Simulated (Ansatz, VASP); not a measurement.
## ZnCd2SeS2: VASP beside Ansatz

```xyz
12
Lattice="0.0000 0.0000 -6.7789 6.1764 -3.5948 0.0000 -6.1764 -3.5948 0.0000" Properties=species:S:1:pos:R:3 pbc="T T T"
Zn    0.0000   -1.2465   -6.7073
Zn    0.0000   -5.9432   -3.3179
Cd   -2.0734   -4.7815   -0.0489
Cd   -2.0734   -2.4082   -3.4383
Cd    2.0734   -4.7815   -0.0489
Cd    2.0734   -2.4082   -3.4383
Se    0.0000   -6.1173   -5.8081
Se    0.0000   -1.0724   -2.4187
S    -1.9612   -2.3488   -6.0072
S     1.9612   -2.3488   -6.0072
S    -1.9612   -4.8409   -2.6178
S     1.9612   -4.8409   -2.6178
```

Alike in both runs: task single point; functional PBE; k mesh 2 × 2 × 2; occupations gaussian, width 0.1 eV; no spin polarisation.

|  | VASP | Ansatz |
| --- | --- | --- |
| version | VASP 6.6.1 | Ansatz 0.2.0 |
| potentials or method | VASP PAW PBE potentials, release 64 (Zn, Cd, Se, S), cutoff 520 eV | scalar-relativistic, plane waves, PAW |
| valence electrons in the cell | 108 | 160 |

```tsv
	VASP	Ansatz	Ansatz less VASP
gap on the k mesh at the Fermi level (eV)	1.11	1.11	-0.002
least direct gap on the mesh (eV)	1.11	1.11	-0.002
pressure (GPa)	0.2	-0.1	-0.24
traceless stress, the component that is largest in VASP (GPa)	-0.10	-0.10	-0.005
rms of the force components (eV/Å)	0.008	0.011	+0.0023
```

Atom by atom the forces differ by 0.007 eV/Å (rms over components). The functional is the same, so the differences come from potentials, cutoffs and numerics. VASP's potentials hold 108 valence electrons a cell and Ansatz's 160, so a difference there can come from the potentials and not from the codes.

The k mesh is coarse, so the values compare programs but aren't converged.
